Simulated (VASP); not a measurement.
# Se (Fm-3m) in VASP: notebook

Runs on Se. Level: PBEsol. Tasks: single point.

Program: VASP 6.6.1. These are calculated values, not measurements. Logs are shortened: lines on timing, memory, paths and dates and some standing lists are left out, and cuts for length are marked.

**1. The cell of the first run**

Symmetry: Fm-3m, No. 225, cubic system. The conventional cell has a = 4.259 Å, b = 4.259 Å, c = 4.259 Å, α = 90.00°, β = 90.00°, γ = 90.00°. Within 4.0 Å of Se (site symmetry m-3m) lie 12 Se at 3.01 Å.

**2. Single point, PBEsol**

Contents of INCAR:

```
SYSTEM = Se
PREC     = Accurate       ! precision mode
ENCUT    = 520            ! plane-wave cutoff, eV
EDIFF    = 1E-6           ! SCF threshold, eV
ISMEAR   = -1             ! smearing method
SIGMA    = 0.1            ! smearing width, eV
LREAL    = .False.        ! projectors in reciprocal space
LASPH    = .True.         ! aspherical terms in the spheres
NELM     = 60             ! most SCF steps
ALGO     = Normal         ! electronic algorithm
ISIF     = 2              ! what is computed and relaxed
LWAVE    = .False.        ! write WAVECAR
LCHARG   = .True.         ! write CHGCAR
GGA      = PS             ! functional
LELF     = .True.         ! ELF
LVHAR    = .True.       
NBANDS   = 9              ! bands
```

Contents of KPOINTS:

```
Automatic mesh
0
Gamma
  12 12 12
  0 0 0
```

Contents of POSCAR:

```
Se
1.0
    0.0000000000      2.1292752455      2.1292752455
    2.1292752455      0.0000000000      2.1292752455
    2.1292752455      2.1292752455      0.0000000000
Se
1
Direct
    0.0000000000      0.0000000000      0.0000000000
```

Potentials or basis: VASP PAW PBE potentials, release 64 (Se).

On the command line:

```
$ cat potpaw_PBE.64/Se/POTCAR > POTCAR
$ mpirun -np 1 vasp_std > vasp.out
```

OUTCAR:

```text
SYSTEM = Se
   PREC = Accurate
   ENCUT = 520
   EDIFF = 1E-6
   ISMEAR = -1
   LREAL = .False.
   LASPH = .True.
   NELM = 60
   ISIF = 2
   GGA = PS

 ion  position               nearest neighbor table
   1  0.000  0.000  0.000-

  LATTYP: Found a face centered cubic cell.
 ALAT       =     4.2585504910

  Lattice vectors:

 A1 = (   0.0000000000,   2.1292752455,   2.1292752455)
 A2 = (   2.1292752455,   0.0000000000,   2.1292752455)
 A3 = (   2.1292752455,   2.1292752455,   0.0000000000)

Analysis of symmetry for initial positions (statically):
=====================================================================
 Subroutine PRICEL returns:
 Original cell was already a primitive cell.

 Routine SETGRP: Setting up the symmetry group for a
 face centered cubic supercell.

 Subroutine GETGRP returns: Found 48 space group operations
 (whereof 48 operations were pure point group operations)
 out of a pool of 48 trial point group operations.

The static configuration has the point symmetry O_h .

Analysis of symmetry for dynamics (positions and initial velocities):
=====================================================================
 Subroutine PRICEL returns:
 Original cell was already a primitive cell.

 Routine SETGRP: Setting up the symmetry group for a
 face centered cubic supercell.

 Subroutine GETGRP returns: Found 48 space group operations
 (whereof 48 operations were pure point group operations)
 out of a pool of 48 trial point group operations.

The dynamic configuration has the point symmetry O_h .

 Subroutine INISYM returns: Found 48 space group operations
 (whereof 48 operations are pure point group operations),
 and found     1 'primitive' translations

----------------------------------------------------------------------------------------

                                     Primitive cell

  volume of cell :      19.3075

  direct lattice vectors                    reciprocal lattice vectors
     0.000000000  2.129275246  2.129275246    -0.234821685  0.234821685  0.234821685
     2.129275246  0.000000000  2.129275246     0.234821685 -0.234821685  0.234821685
     2.129275246  2.129275246  0.000000000     0.234821685  0.234821685 -0.234821685

  length of vectors
     3.011249930  3.011249930  3.011249930     0.406723088  0.406723088  0.406723088

  position of ions in fractional coordinates (direct lattice)
     0.000000000  0.000000000  0.000000000

  ion indices of the primitive-cell ions
   primitive index   ion index
                 1           1

----------------------------------------------------------------------------------------

 KPOINTS: Automatic mesh

Automatic generation of k-mesh.
 Grid dimensions read from file:
 generate k-points for:   12   12   12

 Generating k-lattice:

  Cartesian coordinates                     Fractional coordinates (reciprocal lattice)
    -0.019568474  0.019568474  0.019568474     0.083333333  0.000000000  0.000000000
     0.019568474 -0.019568474  0.019568474     0.000000000  0.083333333  0.000000000
     0.019568474  0.019568474 -0.019568474     0.000000000  0.000000000  0.083333333

  Length of vectors
     0.033893591  0.033893591  0.033893591

  Shift w.r.t. Gamma in fractional coordinates (k-lattice)
     0.000000000  0.000000000  0.000000000

 Subroutine IBZKPT returns following result:
 ===========================================

 Found     72 irreducible k-points:

 Following reciprocal coordinates:
            Coordinates               Weight
  0.000000  0.000000  0.000000      1.000000
  0.083333  0.000000  0.000000      8.000000
  0.166667  0.000000  0.000000      8.000000
  0.250000  0.000000  0.000000      8.000000
  0.333333  0.000000  0.000000      8.000000
  0.416667  0.000000  0.000000      8.000000
[... 16 lines left out ...]
  0.500000  0.166667  0.000000     24.000000
 -0.416667  0.166667  0.000000     24.000000
 [... further k-points ...]
   k-points           NKPTS =     72   k-points in BZ     NKDIM =     72   number of bands    NBANDS=      9
   number of dos      NEDOS =    301   number of ions     NIONS =      1
   total plane-waves  NPLWV =  13824
   dimension x,y,z NGX =    24 NGY =   24 NGZ =   24
   dimension x,y,z NGXF=    48 NGYF=   48 NGZF=   48
   ions per type =               1
   NGX,Y,Z   is equivalent  to a cutoff of  13.25, 13.25, 13.25 a.u.
   NGXF,Y,Z  is equivalent  to a cutoff of  26.50, 26.50, 26.50 a.u.
 SYSTEM =  Se
   PREC   = accura    normal or accurate (medium, high low for compatibility)
   ISTART =      0    job   : 0-new  1-cont  2-samecut
   ICHARG =      2    charge: 1-file 2-atom 10-const
   ISPIN  =      1    spin polarized calculation?
   LNONCOLLINEAR =      F non collinear calculations
   LSORBIT =      F    spin-orbit coupling
   LASPH  =      T    aspherical Exc in radial PAW
   ENCUT  =  520.0 eV  38.22 Ry    6.18 a.u.   5.60  5.60  5.60*2*pi/ulx,y,z
   NELM   =     60;   NELMIN=  2; NELMDL= -5     # of ELM steps
   EDIFF  = 0.1E-05   stopping-criterion for ELM
   LREAL  =      F    real-space projection
   EDIFFG = 0.1E-04   stopping-criterion for IOM
   NSW    =      0    number of steps for IOM
   IBRION =     -1    ionic relax: 0-MD 1-quasi-New 2-CG
   NFREE  =      0    steps in history (QN), initial steepest desc. (CG)
   ISIF   =      2    stress and relaxation
   ISYM   =      2    0-nonsym 1-usesym 2-fastsym
   POTIM  = 0.5000    time-step for ionic-motion
   TEBEG  =    0.0;   TEEND  =   0.0 temperature during run
   PSTRESS=    0.0 pullay stress
   NELECT =       6.0000    total number of electrons
   NUPDOWN=      -1.0000    fix difference up-down
   EMIN   =  10.00;   EMAX   =-10.00  energy-range for DOS
   EFERMI =   0.00;   METHOD = LEGACY
   ISMEAR =    -1;   SIGMA  =   0.10  broadening in eV -4-tet -1-fermi 0-gaus
   EFERMI_NEDOS =   21; number of points for ismear=-14 and -15
   IALGO  =     38    algorithm
   IMIX   =      4    mixing-type and parameters
     AMIX     =   0.40;   BMIX     =  1.00
     AMIX_MAG =   1.60;   BMIX_MAG =  1.00
  volume/ion in A,a.u.               =      19.31       130.29
  Fermi-wavevector in a.u.,A,eV,Ry     =   1.108877  2.095474 16.729841  1.229609
  Thomas-Fermi vector in A             =   2.245410
   LORBIT       =      0    0 simple, 1 ext, 2 COOP (PROOUT), +10 PAW based schemes
   GGA     = PS    functional components
   LHFCALC =     F    Hartree Fock is set to
   AEXX    =    0.0000 exact exchange contribution
   IVDW    =     0    specifies the selected vdW correction
   LEPSILON=     F    determine dielectric tensor
   LRPA    =     F    only Hartree local field effects (RPA)
 non-spin polarized calculation
  energy-cutoff  :      520.00
  volume of cell :       19.31
 maximum number of plane-waves:       534
   NGX = 11   NGY = 11   NGZ = 11

 number of electron       5.9999999 magnetization

 Free energy of the ion-electron system (eV)
  ---------------------------------------------------
  ext. energy  EPLUGINS =         0.00000000
  ---------------------------------------------------
  free energy    TOTEN  =        -3.27044065 eV

  energy without entropy =       -3.24119042  energy(sigma->0) =       -3.25581554

 E-fermi :   5.9315     XC(G=0): -10.9669

 val. band max:        5.9016190291   @ k =  -0.1667   0.1667   0.0000
 cond. band min:       5.9486747495   @ k =   0.4167   0.1667   0.0833
 fundamental gap:      0.0470557204
 Fermi energy:         5.9314740956

 k-point     1 :       0.0000    0.0000    0.0000
  band No.  band energies     occupation
      1     -10.5862      2.00000
      2       9.2593      0.00000
      3       9.2593      0.00000
      4       9.2593      0.00000
      5      17.5919      0.00000
      6      18.0435      0.00000
      7      18.0435      0.00000
      8      18.0435      0.00000
      9      21.4367      0.00000

 k-point     2 :       0.0833    0.0000    0.0000
  band No.  band energies     occupation
      1     -10.4394      2.00000
      2       8.2287      0.00000
      3       9.1338      0.00000
      4       9.1338      0.00000
      5      17.2441      0.00000
      6      18.3203      0.00000
      7      18.3203      0.00000
      8      18.4917      0.00000
      9      22.7902      0.00000

 k-point     3 :       0.1667    0.0000    0.0000
  band No.  band energies     occupation
      1     -10.0053      2.00000
      2       6.0067      0.64059
      3       8.8257      0.00000
      4       8.8257      0.00000
      5      16.2241      0.00000
      6      18.8006      0.00000
      7      18.8006      0.00000
      8      20.2115      0.00000
      9      22.0506      0.00000

 k-point     4 :       0.2500    0.0000    0.0000
  band No.  band energies     occupation
      1      -9.3087      2.00000
      2       3.5474      2.00000
      3       8.4670      0.00000
      4       8.4670      0.00000
      5      15.4432      0.00000
      6      18.5359      0.00000
      7      18.5359      0.00000
      8      21.5047      0.00000
      9      22.6359      0.00000
[... 205 lines left out ...]
 k-point    22 :       0.4167    0.1667    0.0000
  band No.  band energies     occupation
      1      -7.6403      2.00000
      2       0.9916      2.00000
      3       6.0333      0.53074
      4       6.8386      0.00023
      5      14.0873      0.00000
      6      17.3566      0.00000
      7      19.9774      0.00000
      8      20.6671      0.00000
      9      25.0054      0.00000

 k-point    23 :       0.5000    0.1667    0.0000
  band No.  band energies     occupation
      1      -6.8643      2.00000
      2      -0.3806      2.00000
      3       5.4324      1.98648
      4       6.9516      0.00007
      5      14.0595      0.00000
      6      17.6635      0.00000
      7      19.2531      0.00000
      8      22.2444      0.00000
      9      24.6883      0.00000

 k-point    24 :      -0.4167    0.1667    0.0000
  band No.  band energies     occupation
      1      -6.7271      2.00000
      2      -0.5926      2.00000
      3       5.0307      1.99976
      4       7.2732      0.00000
      5      14.4136      0.00000
      6      17.6409      0.00000
      7      18.8032      0.00000
      8      23.6077      0.00000
      9      25.0578      0.00000

 [... further k-points ...]

------------------------ aborting loop because EDIFF is reached ----------------------------------------

  FORCE on cell =-STRESS in cart. coord.  units (eV):
  Direction    XX          YY          ZZ          XY          YZ          ZX
  --------------------------------------------------------------------------------------
  -------------------------------------------------------------------------------------
  Total        0.0058114      0.0058114      0.0058114      0.0000000     -0.0000000      0.0000000
  in kB        0.4822468      0.4822468      0.4822468      0.0000000     -0.0000000      0.0000000
  external PRESSURE =       0.4822468 kB  Pullay stress =       0.0000000 kB

 VOLUME and BASIS-vectors are now :
 -----------------------------------------------------------------------------
  energy-cutoff  :      520.00
  volume of cell :       19.31
      direct lattice vectors                 reciprocal lattice vectors
     0.000000000  2.129275246  2.129275246    -0.234821685  0.234821685  0.234821685
     2.129275246  0.000000000  2.129275246     0.234821685 -0.234821685  0.234821685
     2.129275246  2.129275246  0.000000000     0.234821685  0.234821685 -0.234821685

 POSITION                                       TOTAL-FORCE (eV/Angst)
 -----------------------------------------------------------------------------------
      0.00000      0.00000      0.00000         0.000000      0.000000     -0.000000
 -----------------------------------------------------------------------------------
    total drift:                                0.000000     -0.000000     -0.000000

  FREE ENERGIE OF THE ION-ELECTRON SYSTEM (eV)
  ---------------------------------------------------
  free  energy   TOTEN  =        -3.2704406542 eV

  energy  without entropy=       -3.2411904229  energy(sigma->0) =       -3.25581554
```

It took 3.6 s on 1 thread of Intel Xeon 6975P-C (Granite Rapids), shared host; peak memory 0.14 GiB.

What came out:

* Free energy: -3.2704 eV
* Pressure: 0.0 GPa
* Band gap on the k mesh: zero (band 3 reaches 9.26 eV, above the bottom of band 4 at 3.47 eV)

Caveat: the PAW data sets were made with another functional, which shifts forces and pressure a little.

**3. Single point, PBEsol (volume scaled by 0.88)**

Contents of INCAR:

```
PREC = Accurate ; ENCUT = 520
EDIFF = 1E-6 ; ISMEAR = -1
SIGMA = 0.1 ; LREAL = False
LASPH = True ; NELM = 60
ALGO = Normal ; ISIF = 2
LWAVE = False ; LCHARG = False
GGA = PS ; NBANDS = 9
```

Contents of KPOINTS:

```
regular mesh
0
Gamma
  14 14 14
```

Contents of POSCAR:

```
Se
1.0
    0.0000000000      2.0404503384      2.0404503384
    2.0404503384      0.0000000000      2.0404503384
    2.0404503384      2.0404503384      0.0000000000
Se
1
Direct
    0.0000000000      0.0000000000      0.0000000000
```

Potentials or basis: VASP PAW PBE potentials, release 64 (Se).

On the command line:

```
$ cat potpaw_PBE.64/Se/POTCAR > POTCAR
$ mpirun -np 1 vasp_std > vasp.out
```

Run time: 4.5 s. Hardware: 1 thread of Intel Xeon 6975P-C (Granite Rapids), shared host; peak memory 0.14 GiB.

The run converged. Its results:

```yaml
Free_energy: -3.1814 eV
Pressure: 13.7 GPa
Band_gap_on_the_k_mesh: zero (band 3 reaches 11.73 eV, above the bottom of band 4 at 4.66 eV)
```

Levels at points of the mesh, in eV from the Fermi level:
```csv
k point,band 1,band 2,band 3,band 4,band 5,band 6,band 7,band 8
"(0.00, 0.00, 0.00)",-17.83,4.08,4.08,4.08,12.36,12.36,12.36,13.53
"(0.50, 0.00, 0.00)",-13.50,-8.33,2.41,2.41,9.21,11.29,11.29,14.31
"(0.50, 0.50, 0.00)",-11.71,-7.25,-0.99,-0.99,4.53,5.30,24.88,26.43
```

Caveat: the PAW data sets were made with another functional, which shifts forces and pressure a little.
